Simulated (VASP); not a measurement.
# BeS (F-43m) in VASP: a series of runs

BeS is run at these levels: PBE; tasks: single point.

Program: VASP 6.6.1. These are calculated values, not measurements. Logs are shortened: lines on timing, memory, paths and dates and some standing lists are left out, and cuts for length are marked.

**1. The cell of the first run**

It takes space group F-43m (No. 216, cubic). Conventional cell: a = 4.876 Å, b = 4.876 Å, c = 4.876 Å, α = 90.00°, β = 90.00°, γ = 90.00°. Be (site symmetry -43m) has 4 S at 2.11 Å within 2.8 Å. S (site symmetry -43m) has 4 Be at 2.11 Å within 2.8 Å.

**2. Single point, PBE**

Input file INCAR:

```
ALGO = Normal ; EDIFF = 1E-6
ENCUT = 520 ; GGA = PE
ISIF = 2 ; ISMEAR = 0
LASPH = True ; LCHARG = False
LREAL = False ; LWAVE = False
NBANDS = 11 ; NELM = 60
PREC = Accurate ; SIGMA = 0.05
```

Input file KPOINTS:

```
k-points
0
Gamma
  12 12 12
```

Input file POSCAR:

```
BeS
1.0
    0.0000000000      2.4380427912      2.4380427912
    2.4380427912      0.0000000000      2.4380427912
    2.4380427912      2.4380427912      0.0000000000
Be S
1 1
Direct
    0.0000000000      0.0000000000      0.0000000000
    0.7500000000      0.7500000000      0.7500000000
```

Potentials or basis: VASP PAW PBE potentials, release 64 (Be, S).

Started as:

```bash
$ cat potpaw_PBE.64/Be/POTCAR potpaw_PBE.64/S/POTCAR > POTCAR
$ mpirun -np 1 vasp_std > vasp.out
```

OUTCAR:

```text
EDIFF = 1E-6
   ENCUT = 520
   GGA = PE
   ISIF = 2
   ISMEAR = 0
   LASPH = True
   LREAL = False
   NELM = 60
   PREC = Accurate

 ion  position               nearest neighbor table
   1  0.000  0.000  0.000-   2 2.11   2 2.11   2 2.11   2 2.11
   2  0.750  0.750  0.750-   1 2.11   1 2.11   1 2.11   1 2.11

  LATTYP: Found a face centered cubic cell.
 ALAT       =     4.8760855824

  Lattice vectors:

 A1 = (   0.0000000000,   2.4380427912,   2.4380427912)
 A2 = (   2.4380427912,   0.0000000000,   2.4380427912)
 A3 = (   2.4380427912,   2.4380427912,   0.0000000000)

Analysis of symmetry for initial positions (statically):
=====================================================================
 Subroutine PRICEL returns:
 Original cell was already a primitive cell.

 Routine SETGRP: Setting up the symmetry group for a
 face centered cubic supercell.

 Subroutine GETGRP returns: Found 24 space group operations
 (whereof 24 operations were pure point group operations)
 out of a pool of 48 trial point group operations.

The static configuration has the point symmetry T_d .

Analysis of symmetry for dynamics (positions and initial velocities):
=====================================================================
 Subroutine PRICEL returns:
 Original cell was already a primitive cell.

 Routine SETGRP: Setting up the symmetry group for a
 face centered cubic supercell.

 Subroutine GETGRP returns: Found 24 space group operations
 (whereof 24 operations were pure point group operations)
 out of a pool of 48 trial point group operations.

The dynamic configuration has the point symmetry T_d .

 Subroutine INISYM returns: Found 24 space group operations
 (whereof 24 operations are pure point group operations),
 and found     1 'primitive' translations

----------------------------------------------------------------------------------------

                                     Primitive cell

  volume of cell :      28.9837

  direct lattice vectors                    reciprocal lattice vectors
     0.000000000  2.438042791  2.438042791    -0.205082537  0.205082537  0.205082537
     2.438042791  0.000000000  2.438042791     0.205082537 -0.205082537  0.205082537
     2.438042791  2.438042791  0.000000000     0.205082537  0.205082537 -0.205082537

  length of vectors
     3.447913181  3.447913181  3.447913181     0.355213373  0.355213373  0.355213373
[... 87 lines left out ...]
   ISIF   =      2    stress and relaxation
   ISYM   =      2    0-nonsym 1-usesym 2-fastsym
   POTIM  = 0.5000    time-step for ionic-motion
   TEBEG  =    0.0;   TEEND  =   0.0 temperature during run
   PSTRESS=    0.0 pullay stress
   NELECT =       8.0000    total number of electrons
   NUPDOWN=      -1.0000    fix difference up-down
   EMIN   =  10.00;   EMAX   =-10.00  energy-range for DOS
   EFERMI =   0.00;   METHOD = LEGACY
   ISMEAR =     0;   SIGMA  =   0.05  broadening in eV -4-tet -1-fermi 0-gaus
   EFERMI_NEDOS =   21; number of points for ismear=-14 and -15
   IALGO  =     38    algorithm
   IMIX   =      4    mixing-type and parameters
     AMIX     =   0.40;   BMIX     =  1.00
     AMIX_MAG =   1.60;   BMIX_MAG =  1.00
  volume/ion in A,a.u.               =      14.49        97.80
  Fermi-wavevector in a.u.,A,eV,Ry     =   1.065909  2.014276 15.458425  1.136162
  Thomas-Fermi vector in A             =   2.201476
   LORBIT       =      0    0 simple, 1 ext, 2 COOP (PROOUT), +10 PAW based schemes
   GGA     = PE    functional components
   LHFCALC =     F    Hartree Fock is set to
   AEXX    =    0.0000 exact exchange contribution
   IVDW    =     0    specifies the selected vdW correction
   LEPSILON=     F    determine dielectric tensor
   LRPA    =     F    only Hartree local field effects (RPA)
 non-spin polarized calculation
 Gauss-broadening in eV      SIGMA  =   0.05
  energy-cutoff  :      520.00
  volume of cell :       28.98
 maximum number of plane-waves:       797
 NGX is ok and might be reduce to    28
   NGX = 13   NGY = 13   NGZ = 13

 number of electron       7.9999999 magnetization

 Free energy of the ion-electron system (eV)
  ---------------------------------------------------
  ext. energy  EPLUGINS =         0.00000000
  ---------------------------------------------------
  free energy    TOTEN  =       -10.01352553 eV

  energy without entropy =      -10.01352553  energy(sigma->0) =      -10.01352553

 E-fermi :   4.2500     XC(G=0):  -9.6644

 val. band max:        4.0095480341   @ k =   0.0000   0.0000   0.0000
 cond. band min:       7.1559122739   @ k =   0.5000   0.5000   0.0000
 fundamental gap:      3.1463642397
 Fermi energy:         4.2499863685

 k-point     1 :       0.0000    0.0000    0.0000
  band No.  band energies     occupation
      1      -9.5760      2.00000
      2       4.0095      2.00000
      3       4.0095      2.00000
      4       4.0095      2.00000
      5       9.6856      0.00000
      6       9.6856      0.00000
      7       9.6856      0.00000
      8       9.7598      0.00000
      9      16.7917      0.00000
     10      16.7917      0.00000
     11      18.7572      0.00000
[... 309 lines left out ...]
 k-point    24 :      -0.4167    0.1667    0.0000
  band No.  band energies     occupation
      1      -7.8580      2.00000
      2      -1.3241      2.00000
      3       1.7007      2.00000
      4       2.6670      2.00000
      5       9.6145      0.00000
      6      11.3095      0.00000
      7      11.6214      0.00000
      8      14.8546      0.00000
      9      16.7861      0.00000
     10      17.3498      0.00000
     11      20.4320      0.00000

 [... further k-points ...]

------------------------ aborting loop because EDIFF is reached ----------------------------------------

  FORCE on cell =-STRESS in cart. coord.  units (eV):
  Direction    XX          YY          ZZ          XY          YZ          ZX
  --------------------------------------------------------------------------------------
  -------------------------------------------------------------------------------------
  Total        0.0025988      0.0025988      0.0025988      0.0000000      0.0000000      0.0000000
  in kB        0.1436588      0.1436588      0.1436588      0.0000000      0.0000000      0.0000000
  external PRESSURE =       0.1436588 kB  Pullay stress =       0.0000000 kB

 VOLUME and BASIS-vectors are now :
 -----------------------------------------------------------------------------
  energy-cutoff  :      520.00
  volume of cell :       28.98
      direct lattice vectors                 reciprocal lattice vectors
     0.000000000  2.438042791  2.438042791    -0.205082537  0.205082537  0.205082537
     2.438042791  0.000000000  2.438042791     0.205082537 -0.205082537  0.205082537
     2.438042791  2.438042791  0.000000000     0.205082537  0.205082537 -0.205082537

 POSITION                                       TOTAL-FORCE (eV/Angst)
 -----------------------------------------------------------------------------------
      0.00000      0.00000      0.00000        -0.000000     -0.000000     -0.000000
      3.65706      3.65706      3.65706         0.000000      0.000000      0.000000
 -----------------------------------------------------------------------------------
    total drift:                               -0.000000     -0.000000     -0.000000

  FREE ENERGIE OF THE ION-ELECTRON SYSTEM (eV)
  ---------------------------------------------------
  free  energy   TOTEN  =       -10.0135255278 eV

  energy  without entropy=      -10.0135255278  energy(sigma->0) =      -10.01352553
```

OSZICAR:

```text
N       E                     dE             d eps       ncg     rms          rms(c)
DAV:   1     0.196172725458E+02    0.19617E+02   -0.38098E+03  1584   0.619E+02
DAV:   2    -0.905538751246E+01   -0.28673E+02   -0.27496E+02  2153   0.114E+02
DAV:   3    -0.101735344362E+02   -0.11181E+01   -0.11161E+01  2094   0.223E+01
DAV:   4    -0.101801023219E+02   -0.65679E-02   -0.65667E-02  1955   0.198E+00
DAV:   5    -0.101801549364E+02   -0.52615E-04   -0.52614E-04  2025   0.175E-01    0.554E+00
DAV:   6    -0.100501963623E+02    0.12996E+00   -0.11900E-01  1835   0.163E+00    0.378E+00
DAV:   7    -0.100121350645E+02    0.38061E-01   -0.11242E-01  1979   0.175E+00    0.101E+00
DAV:   8    -0.100133826241E+02   -0.12476E-02   -0.65166E-03  2084   0.409E-01    0.139E-01
DAV:   9    -0.100134735030E+02   -0.90879E-04   -0.50100E-04  2002   0.141E-01    0.274E-02
DAV:  10    -0.100135205553E+02   -0.47052E-04   -0.78177E-05  1865   0.503E-02    0.108E-02
DAV:  11    -0.100135252485E+02   -0.46932E-05   -0.16311E-05  1990   0.209E-02    0.875E-03
DAV:  12    -0.100135255278E+02   -0.27935E-06   -0.42147E-07  1368   0.460E-03
   1 F= -.10013526E+02 E0= -.10013526E+02  d E =-.443848E-14
```

stdout:

```text
POSCAR found type information on POSCAR BeS
 POSCAR found :  2 types and       2 ions
 scaLAPACK will be used
 LDA part: xc-table for (Slater+PW92), standard interpolation
 POSCAR, INCAR and KPOINTS ok, starting setup
 FFT: planning ... GRIDC
 FFT: planning ... GRID_SOFT
 FFT: planning ... GRID
 WAVECAR not read
 entering main loop
```

It took 45 s on 1 thread of AMD EPYC, shared host; peak memory 0.13 GiB.

What came out:

- Free energy: -10.0135 eV
- Pressure: 0.0 GPa
- Band gap on the k mesh: 3.15 eV, indirect (least direct gap 5.68 eV)

Levels at points of the mesh, in eV from the valence-band top:
```
           k point  band 2  band 3  band 4  band 5  band 6  band 7
(0.00, 0.00, 0.00)    0.00    0.00    0.00    5.68    5.68    5.68
(0.50, 0.00, 0.00)   -5.68   -1.01   -1.01    5.42    6.57    6.57
(0.50, 0.50, 0.00)   -4.94   -2.59   -2.59    3.15    4.93   12.65
```

A k mesh can miss the band edges. A hybrid or GW would open this gap; PBE tends to underestimate it.

**3. Single point, PBE**

Input file INCAR:

```
PREC     = Accurate       # precision mode
ENCUT    = 520            # plane-wave cutoff, eV
EDIFF    = 1E-6           # SCF threshold, eV
ISMEAR   = 0              # smearing method
SIGMA    = 0.01           # smearing width, eV
LREAL    = F              # projectors in reciprocal space
LASPH    = T              # aspherical terms in the spheres
NELM     = 100            # most SCF steps
ALGO     = Normal         # electronic algorithm
ISIF     = 2              # what is computed and relaxed
LWAVE    = F              # write WAVECAR
LCHARG   = F              # write CHGCAR
GGA      = PE             # functional
NBANDS   = 11             # bands
```

Input file KPOINTS:

```
regular mesh
0
Gamma
  12 12 12
```

POSCAR is that of step 2.

Potentials or basis: VASP PAW PBE potentials, release 64 (Be, S).

Started as:

```bash
$ cat potpaw_PBE.64/Be/POTCAR potpaw_PBE.64/S/POTCAR > POTCAR
$ mpirun -np 1 vasp_std > vasp.out
```

OUTCAR:

```text
PREC = Accurate
   ENCUT = 520
   EDIFF = 1E-6
   ISMEAR = 0
   LREAL = F
   LASPH = T
   NELM = 100
   ISIF = 2
   GGA = PE

 ion  position               nearest neighbor table
   1  0.000  0.000  0.000-   2 2.11   2 2.11   2 2.11   2 2.11
   2  0.750  0.750  0.750-   1 2.11   1 2.11   1 2.11   1 2.11

  LATTYP: Found a face centered cubic cell.
 ALAT       =     4.8760855824

  Lattice vectors:

 A1 = (   0.0000000000,   2.4380427912,   2.4380427912)
 A2 = (   2.4380427912,   0.0000000000,   2.4380427912)
 A3 = (   2.4380427912,   2.4380427912,   0.0000000000)

Analysis of symmetry for initial positions (statically):
=====================================================================
 Subroutine PRICEL returns:
 Original cell was already a primitive cell.

 Routine SETGRP: Setting up the symmetry group for a
 face centered cubic supercell.

 Subroutine GETGRP returns: Found 24 space group operations
 (whereof 24 operations were pure point group operations)
 out of a pool of 48 trial point group operations.

The static configuration has the point symmetry T_d .

Analysis of symmetry for dynamics (positions and initial velocities):
=====================================================================
 Subroutine PRICEL returns:
 Original cell was already a primitive cell.

 Routine SETGRP: Setting up the symmetry group for a
 face centered cubic supercell.

 Subroutine GETGRP returns: Found 24 space group operations
 (whereof 24 operations were pure point group operations)
 out of a pool of 48 trial point group operations.

The dynamic configuration has the point symmetry T_d .

 Subroutine INISYM returns: Found 24 space group operations
 (whereof 24 operations are pure point group operations),
 and found     1 'primitive' translations

----------------------------------------------------------------------------------------

                                     Primitive cell

  volume of cell :      28.9837

  direct lattice vectors                    reciprocal lattice vectors
     0.000000000  2.438042791  2.438042791    -0.205082537  0.205082537  0.205082537
[... 118 lines left out ...]
 Gauss-broadening in eV      SIGMA  =   0.01
  energy-cutoff  :      520.00
  volume of cell :       28.98
 maximum number of plane-waves:       797
 NGX is ok and might be reduce to    28
   NGX = 13   NGY = 13   NGZ = 13

 number of electron       7.9999999 magnetization

 Free energy of the ion-electron system (eV)
  ---------------------------------------------------
  ext. energy  EPLUGINS =         0.00000000
  ---------------------------------------------------
  free energy    TOTEN  =       -10.01352553 eV

  energy without entropy =      -10.01352553  energy(sigma->0) =      -10.01352553

 E-fermi :   4.1415     XC(G=0):  -9.6644

 val. band max:        4.0095480341   @ k =   0.0000   0.0000   0.0000
 cond. band min:       7.1559122739   @ k =   0.5000   0.5000   0.0000
 fundamental gap:      3.1463642397
 Fermi energy:         4.1414515384

 k-point     1 :       0.0000    0.0000    0.0000
  band No.  band energies     occupation
      1      -9.5760      2.00000
      2       4.0095      2.00000
      3       4.0095      2.00000
      4       4.0095      2.00000
      5       9.6856      0.00000
      6       9.6856      0.00000
      7       9.6856      0.00000
      8       9.7598      0.00000
      9      16.7917      0.00000
     10      16.7917      0.00000
     11      18.7572      0.00000
[... 309 lines left out ...]
 k-point    24 :      -0.4167    0.1667    0.0000
  band No.  band energies     occupation
      1      -7.8580      2.00000
      2      -1.3241      2.00000
      3       1.7007      2.00000
      4       2.6670      2.00000
      5       9.6145      0.00000
      6      11.3095      0.00000
      7      11.6214      0.00000
      8      14.8546      0.00000
      9      16.7861      0.00000
     10      17.3498      0.00000
     11      20.4320      0.00000

 [... further k-points ...]

------------------------ aborting loop because EDIFF is reached ----------------------------------------

  FORCE on cell =-STRESS in cart. coord.  units (eV):
  Direction    XX          YY          ZZ          XY          YZ          ZX
  --------------------------------------------------------------------------------------
  -------------------------------------------------------------------------------------
  Total        0.0025988      0.0025988      0.0025988      0.0000000      0.0000000     -0.0000000
  in kB        0.1436585      0.1436585      0.1436585      0.0000000      0.0000000     -0.0000000
  external PRESSURE =       0.1436585 kB  Pullay stress =       0.0000000 kB

 VOLUME and BASIS-vectors are now :
 -----------------------------------------------------------------------------
  energy-cutoff  :      520.00
  volume of cell :       28.98
      direct lattice vectors                 reciprocal lattice vectors
     0.000000000  2.438042791  2.438042791    -0.205082537  0.205082537  0.205082537
     2.438042791  0.000000000  2.438042791     0.205082537 -0.205082537  0.205082537
     2.438042791  2.438042791  0.000000000     0.205082537  0.205082537 -0.205082537

 POSITION                                       TOTAL-FORCE (eV/Angst)
 -----------------------------------------------------------------------------------
      0.00000      0.00000      0.00000        -0.000000     -0.000000     -0.000000
      3.65706      3.65706      3.65706         0.000000      0.000000      0.000000
 -----------------------------------------------------------------------------------
    total drift:                               -0.000000     -0.000000     -0.000000

  FREE ENERGIE OF THE ION-ELECTRON SYSTEM (eV)
  ---------------------------------------------------
  free  energy   TOTEN  =       -10.0135255278 eV

  energy  without entropy=      -10.0135255278  energy(sigma->0) =      -10.01352553
```

stdout:

```text
POSCAR found type information on POSCAR BeS
 POSCAR found :  2 types and       2 ions
 scaLAPACK will be used
 LDA part: xc-table for (Slater+PW92), standard interpolation
 POSCAR, INCAR and KPOINTS ok, starting setup
 FFT: planning ... GRIDC
 FFT: planning ... GRID_SOFT
 FFT: planning ... GRID
 WAVECAR not read
 entering main loop
```

It took 48 s on 1 thread of AMD EPYC, shared host; peak memory 0.13 GiB.

Results:

```
Free energy            : -10.0135 eV
Pressure               : 0.0 GPa
Band gap on the k mesh : 3.15 eV, indirect (least direct gap 5.68 eV)
```

Levels at points of the mesh, in eV from the valence-band top:
```
           k point  band 2  band 3  band 4  band 5  band 6  band 7
(0.00, 0.00, 0.00)    0.00    0.00    0.00    5.68    5.68    5.68
(0.50, 0.00, 0.00)   -5.68   -1.01   -1.01    5.42    6.57    6.57
(0.50, 0.50, 0.00)   -4.94   -2.59   -2.59    3.15    4.93   12.65
```
